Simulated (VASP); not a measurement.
# SiSb: single point with PBE

The system is SiSb.

```
Si Sb
1.0
     4.04559    0.00000    0.00000
    -2.02280    3.50358    0.00000
     0.00000    0.00000    8.24696
Si Sb
2 2
Direct
  0.00000 0.00000 0.85886
  0.00000 0.00000 0.14114
  0.33333 0.66667 0.71372
  0.66667 0.33333 0.28628
```

The cell was generated, and may not be a known phase.

```yaml
Program: VASP 6.6.1
Task: single point
Functional: PBE
Potentials_or_basis: VASP PAW PBE potentials, release 64 (Si, Sb_d_GW)
Cutoff: 500 eV
k_mesh: 6 × 6 × 4
Occupations: gaussian, width 0.1 eV
Spin: no spin polarisation
Dipole_correction: no
Further_INCAR_settings: ALGO = Normal; EDIFF = 1e-06; NBANDS = 27
```

| Item | Value |
| --- | --- |
| Pressure | 0.3 GPa |
| Largest force | 0.023 eV/Å |
| Band gap on the k mesh | 0.13 eV (least direct gap 0.76 eV) |

Forces on the atoms (eV/Å):
```
Si   0.000  0.000 -0.023
Si   0.000  0.000  0.023
Sb   0.000  0.000  0.014
Sb   0.000  0.000 -0.014
```

Stress tensor (GPa, compression positive):
```
0.26 0.00 0.00
0.00 0.26 0.00
0.00 0.00 0.38
```

Levels at points of the mesh, in eV from the valence-band top:
| k point | band 15 | band 16 | band 17 | band 18 | band 19 | band 20 | band 21 | band 22 | band 23 | band 24 |
| --- | --- | --- | --- | --- | --- | --- | --- | --- | --- | --- |
| (0.00, 0.00, 0.00) | -1.93 | -1.49 | -1.49 | -0.93 | -0.93 | 0.69 | 1.32 | 1.91 | 1.91 | 2.64 |
| (0.50, 0.00, 0.00) | -4.46 | -3.27 | -3.06 | -2.28 | -1.06 | 0.26 | 0.71 | 1.74 | 2.40 | 2.96 |
| (0.00, 0.00, 0.50) | -1.51 | -1.51 | -0.89 | -0.89 | 0.00 | 0.76 | 0.78 | 1.72 | 1.72 | 2.79 |
| (0.50, 0.00, 0.50) | -4.14 | -2.98 | -2.97 | -2.43 | -1.90 | 0.13 | 0.63 | 1.46 | 2.89 | 4.10 |

Run time: 92 s on 1 thread of Intel(R) Xeon(R) Platinum 8259CL CPU @ 2.50GHz (Skylake/Cascade Lake) (shared host), peak memory 0.26 GiB.

Caveat: spin-orbit coupling is left out, which moves the levels of the heavy elements. A k mesh can miss the band edges.
